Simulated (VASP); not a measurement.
# MoS2 (R3m) in VASP: a series of runs, part 2 of 2

VASP 6.6.1.

### Step 5. Single point, PBE+D3(BJ)

This run uses another cell than the first one, of 15.98 Å³/atom.

Contents of INCAR:

```
SYSTEM = MoS2
  PREC = Accurate
  ENCUT = 520
  EDIFF = 1E-6
  ISMEAR = 0
  SIGMA = 0.05
  LREAL = .FALSE.
  LASPH = .TRUE.
  NELM = 60
  ALGO = Normal
  ISIF = 2
  LWAVE = .FALSE.
  LCHARG = .FALSE.
  GGA = PE
  IVDW = 12
  NBANDS = 20
```

Contents of KPOINTS:

```
Automatic mesh
0
G
  12 12 12
  0 0 0
```

Contents of POSCAR:

```
MoS2
1.0
    1.5765748049      0.9102358880      5.5660333333
   -1.5765748049      0.9102358880      5.5660333333
    0.0000000000     -1.8204717761      5.5660333333
Mo S
1 2
Direct
    0.0000172156      0.0000172156      0.0000172156
    0.7535368444      0.7535368444      0.7535368444
    0.5797459400      0.5797459400      0.5797459400
```

Potentials or basis: VASP PAW PBE potentials, release 64 (Mo_sv, S).

Command:

```console
cat potpaw_PBE.64/Mo_sv/POTCAR potpaw_PBE.64/S/POTCAR > POTCAR
mpirun -np 1 vasp_std > vasp.out
```

OUTCAR:

```text
SYSTEM = MoS2
   PREC = Accurate
   ENCUT = 520
   EDIFF = 1E-6
   ISMEAR = 0
   LREAL = .FALSE.
   LASPH = .TRUE.
   NELM = 60
   ISIF = 2
   GGA = PE
   IVDW = 12
 IVDW          = 12

 ion  position               nearest neighbor table
   1  0.000  0.000  0.000-   2 2.33   2 2.33   2 2.33   3 2.33   3 2.33   3 2.33
   2  0.754  0.754  0.754-   1 2.33   1 2.33   1 2.33
   3  0.580  0.580  0.580-   1 2.33   1 2.33   1 2.33

  LATTYP: Found a trigonal (rhomboedric) cell.
 ALAT       =     5.8561800309
 COS(alpha) =     0.8550459611

  Lattice vectors:
[... 744 lines left out ...]

 Edisp (eV)   -1.42788

 E8    (eV) :    -0.5761

  FORCE on cell =-STRESS in cart. coord.  units (eV):
  Direction    XX          YY          ZZ          XY          YZ          ZX
  --------------------------------------------------------------------------------------
  -------------------------------------------------------------------------------------
  Total       2.82141     2.82141     7.49419     0.00000    -0.00000     0.00000
  in kB      94.32173    94.32173   250.53578     0.00000    -0.00000     0.00000
  external pressure =      146.39 kB  Pullay stress =        0.00 kB

 VOLUME and BASIS-vectors are now :
 -----------------------------------------------------------------------------
  energy-cutoff  :      520.00
  volume of cell :       47.93
      direct lattice vectors                 reciprocal lattice vectors
     1.576574805  0.910235888  5.566033333     0.317143214  0.183102720  0.059887053
    -1.576574805  0.910235888  5.566033333    -0.317143214  0.183102720  0.059887053
     0.000000000 -1.820471776  5.566033333     0.000000000 -0.366205439  0.059887053

 POSITION                                       TOTAL-FORCE (eV/Angst)
 -----------------------------------------------------------------------------------
      0.00000     -0.00000      0.00029         0.000000     -0.000000      0.002122
      0.00000     -0.00000     12.58263         0.000000     -0.000000      2.269780
      0.00000     -0.00000      9.68066         0.000000      0.000000     -2.271902
 -----------------------------------------------------------------------------------
    total drift:                               -0.000000     -0.000000     -0.000040

  FREE ENERGIE OF THE ION-ELECTRON SYSTEM (eV)
  ---------------------------------------------------
  free  energy   TOTEN  =       -22.8093365630 eV

  energy  without entropy=      -22.8090525980  energy(sigma->0) =      -22.80919458
```

OSZICAR:

```text
N       E                     dE             d eps       ncg     rms          rms(c)
DAV:   1     0.184080993224E+03    0.18408E+03   -0.13667E+04  7560   0.124E+03
DAV:   2    -0.154533650710E+02   -0.19953E+03   -0.19399E+03  9108   0.322E+02
DAV:   3    -0.226388320858E+02   -0.71855E+01   -0.71133E+01  9336   0.573E+01
DAV:   4    -0.227153809715E+02   -0.76549E-01   -0.76511E-01  9084   0.630E+00
DAV:   5    -0.227164625217E+02   -0.10816E-02   -0.10815E-02  9496   0.735E-01    0.294E+01
DAV:   6    -0.216236097902E+02    0.10929E+01   -0.83365E+00  8004   0.185E+01    0.104E+01
DAV:   7    -0.214639015211E+02    0.15971E+00   -0.26069E+00  7756   0.995E+00    0.708E+00
DAV:   8    -0.213814463155E+02    0.82455E-01   -0.43604E-01  8556   0.422E+00    0.191E+00
DAV:   9    -0.213823359936E+02   -0.88968E-03   -0.15765E-02  8964   0.840E-01    0.685E-01
DAV:  10    -0.213814341735E+02    0.90182E-03   -0.57700E-03  8548   0.491E-01    0.972E-02
DAV:  11    -0.213814620569E+02   -0.27883E-04   -0.58539E-04  8728   0.175E-01    0.698E-02
DAV:  12    -0.213814461409E+02    0.15916E-04   -0.64629E-05  8708   0.548E-02    0.256E-02
DAV:  13    -0.213814530256E+02   -0.68847E-05   -0.11439E-05  8268   0.221E-02    0.490E-03
DAV:  14    -0.213814528575E+02    0.16811E-06   -0.55059E-07  5732   0.433E-03
   1 F= -.22809337E+02 E0= -.22809195E+02  d E =-.283965E-03
```

stdout:

```text
POSCAR found type information on POSCAR MoS
 POSCAR found :  2 types and       3 ions
 scaLAPACK will be used
 LDA part: xc-table for (Slater+PW92), standard interpolation
 POSCAR, INCAR and KPOINTS ok, starting setup
 FFT: planning ... GRIDC
 FFT: planning ... GRID_SOFT
 FFT: planning ... GRID
 WAVECAR not read
 entering main loop
```

Run time: 12 min. Hardware: 1 thread of Intel Xeon 8259CL, shared host; peak memory 0.43 GiB.

What came out:

- Free energy: -22.8093 eV
- Pressure: 14.6 GPa
- Largest force: 2.272 eV/Å
- Band gap on the k mesh: zero (bands 13 and 14 overlap by 0.07 eV)
- Dispersion energy per atom: -0.476 eV

Forces on the atoms (eV/Å):
```
Mo   0.000  0.000  0.002
S    0.000  0.000  2.270
S    0.000  0.000 -2.272
```

Levels at points of the mesh, in eV from the Fermi level:
```tsv
k point	band 10	band 11	band 12	band 13	band 14	band 15	band 16	band 17
(0.00, 0.00, 0.00)	-3.38	-3.38	-1.50	-0.84	1.37	1.37	2.22	2.22
(0.50, 0.00, 0.00)	-5.16	-2.57	-2.49	-2.12	0.94	1.44	3.05	3.22
(0.50, 0.50, 0.00)	-4.98	-3.48	-2.89	-1.97	0.82	1.56	2.62	3.96
(0.50, 0.50, 0.50)	-4.20	-3.31	-3.31	0.11	1.59	1.59	1.90	1.90
```

Caveat: the cell stands under pressure; forces of over 1 eV/Å act on the atoms, so gaps and moduli don't describe the material at rest.

### Step 6. The runs side by side

| cell | gap on the mesh (eV) | pressure (GPa) | largest force (eV/Å) |
| --- | --- | --- | --- |
| a = 5.432 Å, angles 32.9°, 3 atoms | none | 51.8 | 5.99 |
| a = 5.447 Å, angles 33.6°, 3 atoms | none | 35.6 | 4.84 |
| a = 5.463 Å, angles 34.4°, 3 atoms | none | 22.7 | 3.94 |
| a = 5.856 Å, angles 31.2°, 3 atoms | none | 14.6 | 2.27 |

Alike in all rows: task single point; level PBE+D3(BJ); potentials or basis VASP PAW PBE potentials, release 64 (Mo_sv, S); no spin polarisation; k mesh 12 × 12 × 12; cutoff (eV) 520; smearing gaussian 0.05 eV.

Caveats: the cell stands under pressure; forces of over 1 eV/Å act on the atoms, so gaps and moduli don't describe the material at rest.

Total energies depend on the potentials used, so only differences within one code and one set of settings carry meaning.
